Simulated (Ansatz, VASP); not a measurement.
**Rh in VASP and in Ansatz**

```xyz
1
Lattice="-1.5434 1.5434 1.5434 1.5434 -1.5434 1.5434 1.5434 1.5434 -1.5434" Properties=species:S:1:pos:R:3 pbc="T T T"
Rh    0.0000    0.0000    0.0000
```

Alike in both runs: task single point; functional revPBE; k mesh 16 × 16 × 16; occupations fermi-dirac, width 0.1 eV; no spin polarisation.

```csv
,VASP,Ansatz
version,VASP 6.6.1,Ansatz 0.2.0
potentials or method,"VASP PAW PBE potentials, release 64 (Rh_pv), cutoff 520 eV","plane waves (420 eV) with PAW, scalar-relativistic"
valence electrons in the cell,15,17
```

Ansatz gave:

```
pressure (GPa) : 0.0
```

Problem. Estimate VASP's values.

Solution. Pressure (GPa): 0.1.

VASP's potentials were made for PBE, not for revPBE. The functional is the same, so the differences come from potentials, cutoffs and numerics. VASP's potentials hold 15 valence electrons a cell and Ansatz's 17, so a difference there can come from the potentials and not from the codes.
